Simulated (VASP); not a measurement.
# Os (Fm-3m) in VASP: further runs

The runs below take Os through single point, relaxation of cell and atoms, with r2SCAN.

Program: VASP 6.6.1. These are calculated values, not measurements. Logs are shortened: lines on timing, memory, paths and dates and some standing lists are left out, and cuts for length are marked.

### Step 1. The cell of the first run

It takes space group Fm-3m (No. 225, cubic). The conventional cell has a = 3.890 Å, b = 3.890 Å, c = 3.890 Å, α = 90.00°, β = 90.00°, γ = 90.00°. Os (site symmetry m-3m) has 12 Os at 2.75 Å within 3.6 Å.

This isn't the form of Os at room conditions, which is hcp.

### Step 2. Single point, r2SCAN

POSCAR

```
Os
1.0
    0.0000000000     -1.9450000000     -1.9450000000
    1.9450000000      0.0000000000     -1.9450000000
    1.9450000000     -1.9450000000      0.0000000000
Os
1
Direct
    0.0000000000      0.0000000000      0.0000000000
```

INCAR.step1

```
ALGO     = Normal         # electronic algorithm
EDIFF    = 1E-4           # SCF threshold, eV
ENCUT    = 520            # plane-wave cutoff, eV
GGA      = PE             # functional
ISMEAR   = 0              # smearing method
LASPH    = True           # aspherical terms in the spheres
LCHARG   = False          # write CHGCAR
LREAL    = False          # projectors in reciprocal space
LWAVE    = True           # write WAVECAR
NBANDS   = 10             # bands
NELM     = 80             # most SCF steps
PREC     = Accurate       # precision mode
SIGMA    = 0.1            # smearing width, eV
```

INCAR.step2

```
ALGO     = Normal         # electronic algorithm
EDIFF    = 1E-7           # SCF threshold, eV
ENCUT    = 520            # plane-wave cutoff, eV
ISIF     = 2              # what is computed and relaxed
ISMEAR   = 0              # smearing method
ISTART   = 1            
LASPH    = True           # aspherical terms in the spheres
LCHARG   = True           # write CHGCAR
LELF     = True           # ELF
LMIXTAU  = True         
LREAL    = False          # projectors in reciprocal space
LVHAR    = True         
LWAVE    = False          # write WAVECAR
METAGGA  = R2SCAN         # meta-GGA
NBANDS   = 10             # bands
NELM     = 80             # most SCF steps
PREC     = Accurate       # precision mode
SIGMA    = 0.1            # smearing width, eV
```

KPOINTS

```
k-points
0
Gamma
  8 8 8
```

Potentials or basis: VASP PAW PBE potentials, release 64 (Os).

The run is started by

```
$ cat potpaw_PBE.64/Os/POTCAR > POTCAR
$ cp INCAR.step1 INCAR
$ mpirun -np 1 vasp_std > vasp.out
$ cp INCAR.step2 INCAR
$ mpirun -np 1 vasp_std > vasp.out
```

OUTCAR:

```text
EDIFF = 1E-7
   ENCUT = 520
   ISIF = 2
   ISMEAR = 0
   ISTART = 1
   LASPH = True
   LREAL = False
   METAGGA = R2SCAN
   NELM = 80
   PREC = Accurate

 ion  position               nearest neighbor table
   1  0.000  0.000  0.000-

  LATTYP: Found a face centered cubic cell.
 ALAT       =     3.8900000000

  Lattice vectors:

 A1 = (   0.0000000000,  -1.9450000000,  -1.9450000000)
 A2 = (   1.9450000000,   0.0000000000,  -1.9450000000)
 A3 = (   1.9450000000,  -1.9450000000,   0.0000000000)

Analysis of symmetry for initial positions (statically):
=====================================================================
 Subroutine PRICEL returns:
 Original cell was already a primitive cell.

 Routine SETGRP: Setting up the symmetry group for a
 face centered cubic supercell.

 Subroutine GETGRP returns: Found 48 space group operations
 (whereof 48 operations were pure point group operations)
 out of a pool of 48 trial point group operations.

The static configuration has the point symmetry O_h .

Analysis of symmetry for dynamics (positions and initial velocities):
=====================================================================
 Subroutine PRICEL returns:
 Original cell was already a primitive cell.

 Routine SETGRP: Setting up the symmetry group for a
 face centered cubic supercell.

 Subroutine GETGRP returns: Found 48 space group operations
 (whereof 48 operations were pure point group operations)
 out of a pool of 48 trial point group operations.

The dynamic configuration has the point symmetry O_h .

 Subroutine INISYM returns: Found 48 space group operations
 (whereof 48 operations are pure point group operations),
 and found     1 'primitive' translations

----------------------------------------------------------------------------------------

                                     Primitive cell

  volume of cell :      14.7160

  direct lattice vectors                    reciprocal lattice vectors
     0.000000000 -1.945000000 -1.945000000    -0.257069409 -0.257069409 -0.257069409
     1.945000000  0.000000000 -1.945000000     0.257069409  0.257069409 -0.257069409
     1.945000000 -1.945000000  0.000000000     0.257069409 -0.257069409  0.257069409

  length of vectors
     2.750645379  2.750645379  2.750645379     0.445257277  0.445257277  0.445257277

  position of ions in fractional coordinates (direct lattice)
     0.000000000  0.000000000  0.000000000

  ion indices of the primitive-cell ions
   primitive index   ion index
                 1           1

----------------------------------------------------------------------------------------

 KPOINTS: k-points

Automatic generation of k-mesh.
 Grid dimensions read from file:
 generate k-points for:    8    8    8

 Generating k-lattice:

  Cartesian coordinates                     Fractional coordinates (reciprocal lattice)
    -0.032133676 -0.032133676 -0.032133676     0.125000000  0.000000000  0.000000000
     0.032133676  0.032133676 -0.032133676     0.000000000  0.125000000  0.000000000
     0.032133676 -0.032133676  0.032133676     0.000000000  0.000000000  0.125000000

  Length of vectors
     0.055657160  0.055657160  0.055657160

  Shift w.r.t. Gamma in fractional coordinates (k-lattice)
     0.000000000  0.000000000  0.000000000

 Subroutine IBZKPT returns following result:
 ===========================================

 Found     29 irreducible k-points:

 Following reciprocal coordinates:
            Coordinates               Weight
  0.000000  0.000000  0.000000      1.000000
  0.125000  0.000000  0.000000      8.000000
  0.250000  0.000000  0.000000      8.000000
  0.375000  0.000000  0.000000      8.000000
  0.500000  0.000000  0.000000      4.000000
  0.125000  0.125000  0.000000      6.000000
[... 16 lines left out ...]
  0.500000  0.250000  0.125000     48.000000
 -0.375000  0.250000  0.125000     24.000000
 [... further k-points ...]
   k-points           NKPTS =     29   k-points in BZ     NKDIM =     29   number of bands    NBANDS=     10
   number of dos      NEDOS =    301   number of ions     NIONS =      1
   total plane-waves  NPLWV =   8000
   dimension x,y,z NGX =    20 NGY =   20 NGZ =   20
   dimension x,y,z NGXF=    40 NGYF=   40 NGZF=   40
   ions per type =               1
   NGX,Y,Z   is equivalent  to a cutoff of  12.09, 12.09, 12.09 a.u.
   NGXF,Y,Z  is equivalent  to a cutoff of  24.18, 24.18, 24.18 a.u.
 SYSTEM =  unknown system
   PREC   = accura    normal or accurate (medium, high low for compatibility)
   ISTART =      1    job   : 0-new  1-cont  2-samecut
   ICHARG =      0    charge: 1-file 2-atom 10-const
   ISPIN  =      1    spin polarized calculation?
   LNONCOLLINEAR =      F non collinear calculations
   LSORBIT =      F    spin-orbit coupling
   LASPH  =      T    aspherical Exc in radial PAW
   ENCUT  =  520.0 eV  38.22 Ry    6.18 a.u.   5.11  5.11  5.11*2*pi/ulx,y,z
   NELM   =     80;   NELMIN=  2; NELMDL=  0     # of ELM steps
   EDIFF  = 0.1E-06   stopping-criterion for ELM
   LREAL  =      F    real-space projection
   EDIFFG = 0.1E-05   stopping-criterion for IOM
   NSW    =      0    number of steps for IOM
   IBRION =     -1    ionic relax: 0-MD 1-quasi-New 2-CG
   NFREE  =      0    steps in history (QN), initial steepest desc. (CG)
   ISIF   =      2    stress and relaxation
   ISYM   =      2    0-nonsym 1-usesym 2-fastsym
   POTIM  = 0.5000    time-step for ionic-motion
   TEBEG  =    0.0;   TEEND  =   0.0 temperature during run
   PSTRESS=    0.0 pullay stress
   NELECT =       8.0000    total number of electrons
   NUPDOWN=      -1.0000    fix difference up-down
   EMIN   =  10.00;   EMAX   =-10.00  energy-range for DOS
   EFERMI =   0.00;   METHOD = LEGACY
   ISMEAR =     0;   SIGMA  =   0.10  broadening in eV -4-tet -1-fermi 0-gaus
   EFERMI_NEDOS =   21; number of points for ismear=-14 and -15
   IALGO  =     38    algorithm
   IMIX   =      4    mixing-type and parameters
     AMIX     =   0.40;   BMIX     =  1.00
     AMIX_MAG =   1.60;   BMIX_MAG =  1.00
  volume/ion in A,a.u.               =      14.72        99.31
  Fermi-wavevector in a.u.,A,eV,Ry     =   1.336109  2.524880 24.288947  1.785187
  Thomas-Fermi vector in A             =   2.464761
   LORBIT       =      0    0 simple, 1 ext, 2 COOP (PROOUT), +10 PAW based schemes
   METAGGA = R2SCAN    functional components
   LHFCALC =     F    Hartree Fock is set to
   AEXX    =    0.0000 exact exchange contribution
   IVDW    =     0    specifies the selected vdW correction
   LEPSILON=     F    determine dielectric tensor
   LRPA    =     F    only Hartree local field effects (RPA)
 non-spin polarized calculation
 Gauss-broadening in eV      SIGMA  =   0.10
  energy-cutoff  :      520.00
  volume of cell :       14.72
 maximum number of plane-waves:       415
   NGX = 11   NGY = 11   NGZ = 11

 number of electron       8.0000001 magnetization

 Free energy of the ion-electron system (eV)
  ---------------------------------------------------
  ext. energy  EPLUGINS =         0.00000000
  ---------------------------------------------------
  free energy    TOTEN  =       -52.83508128 eV

  energy without entropy =      -52.82705769  energy(sigma->0) =      -52.83106949

 E-fermi :   8.1881     XC(G=0): -15.0571

 val. band max:        8.1626506506   @ k =  -0.3750   0.3750   0.1250
 cond. band min:       8.2304638402   @ k =  -0.2500   0.2500   0.0000
 fundamental gap:      0.0678131896
 Fermi energy:         8.1880723893

 k-point     1 :       0.0000    0.0000    0.0000
  band No.  band energies     occupation
      1      -2.4549      2.00000
      2       5.4872      2.00000
      3       5.4872      2.00000
      4       5.4872      2.00000
      5       8.4080      0.00187
      6       8.4080      0.00187
      7      23.3688      0.00000
      8      29.2116      0.00000
      9      29.2116      0.00000
     10      29.2116      0.00000

 k-point     2 :       0.1250    0.0000    0.0000
  band No.  band energies     occupation
      1      -1.7532      2.00000
      2       5.1102      2.00000
      3       5.7712      2.00000
      4       5.7712      2.00000
      5       8.2407      0.45654
      6       8.2407      0.45654
      7      24.5813      0.00000
      8      26.6158      0.00000
      9      30.4333      0.00000
     10      30.4333      0.00000

 k-point     3 :       0.2500    0.0000    0.0000
  band No.  band energies     occupation
      1      -0.1351      2.00000
      2       4.8038      2.00000
      3       5.9485      2.00000
      4       5.9485      2.00000
      5       8.5919      0.00000
      6       8.5919      0.00000
      7      23.1308      0.00000
      8      26.3300      0.00000
      9      33.4880      0.00000
     10      33.4880      0.00000

 k-point     4 :       0.3750    0.0000    0.0000
  band No.  band energies     occupation
      1       0.7574      2.00000
      2       5.5494      2.00000
      3       5.5494      2.00000
      4       6.3624      2.00000
      5       9.9409      0.00000
      6       9.9409      0.00000
      7      19.6512      0.00000
      8      24.0291      0.00000
      9      31.1182      0.00000
     10      31.1182      0.00000
[... 222 lines left out ...]
 k-point    22 :       0.3750    0.2500    0.1250
  band No.  band energies     occupation
      1       1.3223      2.00000
      2       3.6280      2.00000
      3       5.3080      2.00000
      4       7.6592      2.00000
      5       7.6695      2.00000
      6      10.5366      0.00000
      7      23.9046      0.00000
      8      26.8773      0.00000
      9      28.1534      0.00000
     10      30.0566      0.00000

 k-point    23 :       0.5000    0.2500    0.1250
  band No.  band energies     occupation
      1       2.3275      2.00000
      2       4.1214      2.00000
      3       4.6020      2.00000
      4       7.1753      2.00000
      5       9.5188      0.00000
      6      12.6386      0.00000
      7      19.9010      0.00000
      8      25.2214      0.00000
      9      26.3239      0.00000
     10      31.2338      0.00000

 k-point    24 :      -0.3750    0.2500    0.1250
  band No.  band energies     occupation
      1       2.3901      2.00000
      2       3.8920      2.00000
      3       5.5834      2.00000
      4       6.8379      2.00000
      5      10.3600      0.00000
      6      14.7466      0.00000
      7      16.4587      0.00000
      8      25.3036      0.00000
      9      25.6520      0.00000
     10      29.3262      0.00000

 [... further k-points ...]

------------------------ aborting loop because EDIFF is reached ----------------------------------------

  FORCE on cell =-STRESS in cart. coord.  units (eV):
  Direction    XX          YY          ZZ          XY          YZ          ZX
  --------------------------------------------------------------------------------------
  -------------------------------------------------------------------------------------
  Total       -1.5203896     -1.5203896     -1.5203896      0.0000000      0.0000000      0.0000000
  in kB     -165.5299774   -165.5299774   -165.5299774      0.0000000      0.0000000      0.0000000
  external PRESSURE =    -165.5299774 kB  Pullay stress =       0.0000000 kB

 VOLUME and BASIS-vectors are now :
 -----------------------------------------------------------------------------
  energy-cutoff  :      520.00
  volume of cell :       14.72
      direct lattice vectors                 reciprocal lattice vectors
     0.000000000 -1.945000000 -1.945000000    -0.257069409 -0.257069409 -0.257069409
     1.945000000  0.000000000 -1.945000000     0.257069409  0.257069409 -0.257069409
     1.945000000 -1.945000000  0.000000000     0.257069409 -0.257069409  0.257069409

 POSITION                                       TOTAL-FORCE (eV/Angst)
 -----------------------------------------------------------------------------------
      0.00000      0.00000      0.00000         0.000000      0.000000      0.000000
 -----------------------------------------------------------------------------------
    total drift:                                0.000000     -0.000000      0.000000

  FREE ENERGIE OF THE ION-ELECTRON SYSTEM (eV)
  ---------------------------------------------------
  free  energy   TOTEN  =       -52.8350812832 eV

  energy  without entropy=      -52.8270576876  energy(sigma->0) =      -52.83106949
```

Wall time 22 s (1 thread of Intel Xeon 8259CL, shared host); peak memory 0.13 GiB.

What came out:

```yaml
Free_energy: -52.8351 eV
Pressure: -16.6 GPa
Band_gap_on_the_k_mesh: zero (bands 4 and 5 overlap by 3.20 eV)
```

Levels at points of the mesh, in eV from the Fermi level:
```tsv
k point	band 1	band 2	band 3	band 4	band 5	band 6	band 7	band 8	band 9
(0.00, 0.00, 0.00)	-10.64	-2.70	-2.70	-2.70	0.22	0.22	15.18	21.02	21.02
(0.50, 0.00, 0.00)	-7.38	-2.86	-2.86	-0.03	2.54	2.54	9.02	14.74	21.09
(0.50, 0.50, 0.00)	-7.19	-6.51	2.48	2.51	3.20	3.20	12.32	12.76	12.76
```

Caveat: the cell stands under tension; the PAW data sets were made with another functional, which shifts forces and pressure a little; spin-orbit coupling is left out, which moves the levels of the heavy elements.

### Step 3. Single point, r2SCAN

This run uses another cell than the first one, of 14.07 Å³/atom.

POSCAR

```
Os
1.0
    0.0000000000     -1.9159196109     -1.9159196109
    1.9159196109      0.0000000000     -1.9159196109
    1.9159196109     -1.9159196109      0.0000000000
Os
1
Direct
    0.0000000000      0.0000000000      0.0000000000
```

INCAR.step1

```
  ALGO = Normal
  EDIFF = 1E-4
  ENCUT = 520
  GGA = PE
  ISMEAR = 0
  LASPH = T
  LCHARG = F
  LREAL = F
  LWAVE = T
  NBANDS = 10
  NELM = 60
  PREC = Accurate
  SIGMA = 0.1
```

INCAR.step2

```
  ALGO = Normal
  EDIFF = 1E-7
  ENCUT = 520
  ISIF = 2
  ISMEAR = 0
  ISTART = 1
  LASPH = T
  LCHARG = F
  LMIXTAU = T
  LREAL = F
  LWAVE = F
  METAGGA = R2SCAN
  NBANDS = 10
  NELM = 60
  PREC = Accurate
  SIGMA = 0.1
```

KPOINTS

```
k-points
0
Gamma
  18 18 18
```

Potentials or basis: VASP PAW PBE potentials, release 64 (Os).

The run is started by

```
$ cat potpaw_PBE.64/Os/POTCAR > POTCAR
$ cp INCAR.step1 INCAR
$ mpirun -np 1 vasp_std > vasp.out
$ cp INCAR.step2 INCAR
$ mpirun -np 1 vasp_std > vasp.out
```

Wall time 98 s (1 thread of Intel Xeon 8259CL, shared host); peak memory 0.15 GiB.

It converged, with:

```
Free energy            : -52.8563 eV
Pressure               : 1.0 GPa
Band gap on the k mesh : zero (bands 4 and 5 overlap by 3.93 eV)
```

Levels at points of the mesh, in eV from the Fermi level:
```
           k point  band 2  band 3  band 4  band 5  band 6  band 7
(0.00, 0.00, 0.00)   -3.04   -3.04   -3.04    0.08    0.08   14.99
(0.50, 0.00, 0.00)   -3.22   -3.22   -0.20    2.58    2.58    9.48
(0.50, 0.50, 0.00)   -7.10    2.46    2.52    3.30    3.30   12.92
```

Caveat: the PAW data sets were made with another functional, which shifts forces and pressure a little; spin-orbit coupling is left out, which moves the levels of the heavy elements.

### Step 4. Relaxation of cell and atoms, r2SCAN

This run uses another cell than the first one, of 14.06 Å³/atom.

POSCAR

```
Os
1.0
    0.0000000000     -1.9155840796     -1.9155840796
    1.9155840796      0.0000000000     -1.9155840796
    1.9155840796     -1.9155840796      0.0000000000
Os
1
Direct
    0.0000000000      0.0000000000      0.0000000000
```

INCAR.step1

```
SYSTEM = Os
  PREC = Accurate
  ENCUT = 600
  ISMEAR = 0
  SIGMA = 0.1
  LREAL = .False.
  LASPH = .True.
  NELM = 100
  GGA = PE
  ALGO = Normal
  EDIFF = 1E-4
  LWAVE = .True.
  LCHARG = .False.
```

INCAR.step2

```
SYSTEM = Os
  PREC = Accurate
  ENCUT = 600
  EDIFF = 1E-6
  ISMEAR = 0
  SIGMA = 0.1
  LREAL = .False.
  LASPH = .True.
  NELM = 100
  ALGO = Normal
  ISIF = 3
  LWAVE = .False.
  LCHARG = .False.
  METAGGA = R2SCAN
  LMIXTAU = .True.
  IBRION = 2
  NSW = 100
  EDIFFG = -0.005
  ISTART = 1
```

KPOINTS

```
Automatic mesh
0
Gamma
  18 18 18
  0 0 0
```

The run is started by

```
$ cat potpaw_PBE.64/Os/POTCAR > POTCAR
$ cp INCAR.step1 INCAR
$ mpirun -np 1 vasp_std > vasp.out
$ cp INCAR.step2 INCAR
$ mpirun -np 1 vasp_std > vasp.out
```

It took 3 min on 1 thread of Intel Xeon 8259CL, shared host; peak memory 0.17 GiB.

It converged, with:

```
Free energy                           : -52.8566 eV
Relaxed volume                        : 14.10 Å³/atom
Relaxed cell                          : a = 2.712 Å, b = 2.712 Å, c = 2.712 Å, α = 60.00°, β = 60.00°, γ = 60.00°
Space group after relaxing (to 0.1 Å) : Fm-3m (No. 225)
Energy gained by relaxing             : 0.2 meV/atom
Ionic steps                           : 3
Pressure after relaxing               : 0.0 GPa
Band gap on the k mesh                : zero (bands 4 and 5 overlap by 3.91 eV)
```

The path:
```
step  energy change (eV)  largest force (eV/Å)  pressure (GPa)  volume (Å³)
   1              0.0000                0.0000            1.38        14.06
   2              0.0037                0.0000           -5.91        14.31
   3             -0.0002                0.0000            0.04        14.10
```

Final structure:
```
CELL_PARAMETERS angstrom
0.00000 -1.91760 -1.91760
1.91760 0.00000 -1.91760
1.91760 -1.91760 0.00000
ATOMIC_POSITIONS crystal
Os 0.00000 0.00000 0.00000
```

Levels at points of the mesh, in eV from the Fermi level:
```tsv
k point	band 2	band 3	band 4	band 5	band 6	band 7
(0.00, 0.00, 0.00)	-3.03	-3.03	-3.03	0.08	0.08	14.99
(0.50, 0.00, 0.00)	-3.21	-3.21	-0.20	2.57	2.57	9.44
(0.50, 0.50, 0.00)	-7.08	2.45	2.51	3.29	3.29	12.90
```

Caveat: the PAW data sets were made with another functional, which shifts forces and pressure a little; spin-orbit coupling is left out, which moves the levels of the heavy elements. Zero-point motion and thermal expansion aren't in these numbers.

### Step 5. The runs side by side

| task | cell | k mesh | cutoff (eV) | gap on the mesh (eV) | pressure (GPa) |
| --- | --- | --- | --- | --- | --- |
| single point | a = 2.751 Å, angles 60.0°, 1 atom | 8 × 8 × 8 | 520 | none | -16.6 |
| single point | a = 2.710 Å, angles 60.0°, 1 atom | 18 × 18 × 18 | 520 | none | 1.0 |
| relaxation of cell and atoms | relaxed from a = 2.709 Å, angles 60.0°, 1 atom | 18 × 18 × 18 | 600 | none | 0.0 |

Alike in all rows: level r2SCAN; potentials or basis VASP PAW PBE potentials, release 64 (Os); no spin polarisation; smearing gaussian 0.1 eV.

Caveats: the PAW data sets were made with another functional, which shifts forces and pressure a little; spin-orbit coupling is left out, which moves the levels of the heavy elements; the cell stands under tension (at least some runs).

Total energies depend on the potentials used, so only differences within one code and one set of settings carry meaning.
